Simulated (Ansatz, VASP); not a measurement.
## PtS2: VASP beside Ansatz

The input INCAR:

```
SYSTEM = PtS2
ALGO = Normal
DIPOL = 0.5 0.5 0.387
EDIFF = 1E-7
ENCUT = 520
GGA = PE
IDIPOL = 3
ISIF = 2
ISMEAR = 0
IVDW = 12
LASPH = .True.
LCHARG = .False.
LDIPOL = .True.
LREAL = .False.
LWAVE = .False.
NBANDS = 31
NELM = 80
PREC = Accurate
SIGMA = 0.05
```

The input KPOINTS:

```
k-points
0
Gamma
  9 9 1
  0 0 0
```

Contents of POSCAR:

```
PtS2
1.0
    3.5415278079      0.0000000000      0.0000000000
   -1.7707639039      3.0670530498      0.0000000000
    0.0000000000      0.0000000000     22.4670615492
S Pt
4 2
Direct
    0.6666666667      0.3333333333      0.2002932155
    0.3333333333      0.6666666667      0.3108341854
    0.3333333333      1.1666666667      0.4639472212
    0.0000000000      1.5000000000      0.5744881911
    0.0000000000      0.0000000000      0.2555637004
   -0.3333333333      0.8333333333      0.5192177062
```

Input for Ansatz:

```yaml
crystal:
  lattice:
    - [3.5415278079, 0.0, 0.0]
    - [-1.7707639039, 3.0670530498, 0.0]
    - [0.0, 0.0, 22.4670615492]
  atoms:
    - { symbol: S, position: [0.6666666667, 0.3333333333, 0.2002932155] }
    - { symbol: Pt, position: [0.0, 0.0, 0.2555637004] }
    - { symbol: S, position: [0.3333333333, 0.6666666667, 0.3108341854] }
    - { symbol: S, position: [0.3333333333, 1.1666666667, 0.4639472212] }
    - { symbol: Pt, position: [-0.3333333333, 0.8333333333, 0.5192177062] }
    - { symbol: S, position: [0.0, 1.5, 0.5744881911] }
basis:
  ecutwfc: 420
kpoints:
  mp_grid: { grid: [9, 9, 1] }
hamiltonian:
  xc: pbe
  pseudopotentials: { kind: paw, azcp: { folder: soft_1 } }
  dispersion: d3bj
scf:
  occupations: { method: gaussian, width: 0.05 }
output:
  forces: true
  eigenvalues: true
efield:
  axis: 3
  dipole_correction: true
  ramp_width: 0.04
```

Alike in both runs: task single point; functional PBE; dispersion D3(BJ); k mesh 9 × 9 × 1; occupations gaussian, width 0.05 eV; no spin polarisation.

|  | VASP | Ansatz |
| --- | --- | --- |
| version | VASP 6.6.1 | Ansatz 0.2.0 |
| potentials or method | VASP PAW PBE potentials, release 64 (S, Pt), cutoff 520 eV | scalar-relativistic, plane waves, PAW |
| valence electrons in the cell | 44 | 60 |

|  | VASP | Ansatz | Ansatz less VASP |
| --- | --- | --- | --- |
| gap on the k mesh at the Fermi level (eV) | 1.45 | 1.45 | -0.006 |
| least direct gap on the mesh (eV) | 1.55 | 1.54 | -0.007 |
| rms of the force components (eV/Å) | 0.029 | 0.030 | +0.0016 |

VASP's potentials hold 44 valence electrons a cell and Ansatz's 60, so a difference there can come from the potentials and not from the codes.

Neither program's run includes spin-orbit coupling.
